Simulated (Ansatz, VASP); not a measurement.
# Lu in VASP and in Ansatz

```
Lu
1.0
     3.50990    0.00000    0.00000
    -1.75495    3.03966    0.00000
     0.00000    0.00000    5.56660
Lu
2
Cartesian
  0.0000 2.0264 1.3917
  1.7549 1.0132 4.1749
```

Alike in both runs: task single point; functional PBE; k mesh 13 × 13 × 8; occupations fermi-dirac, width 0.03 eV; no spin polarisation.

```csv
,VASP,Ansatz
version,VASP 6.6.1,Ansatz 0.2.0
potentials or method,"VASP PAW PBE potentials, release 64 (Lu), cutoff 520 eV","all-electron LAPW, scalar-relativistic"
```

```tsv
	VASP	Ansatz	Ansatz less VASP
pressure (GPa)	-0.5	-0.9	-0.37
traceless stress, the component that is largest in VASP (GPa)	-0.73	-0.73	-0.003
```

Ansatz ran all-electron here, and VASP with PAW potentials.

Spin-orbit coupling is off throughout.
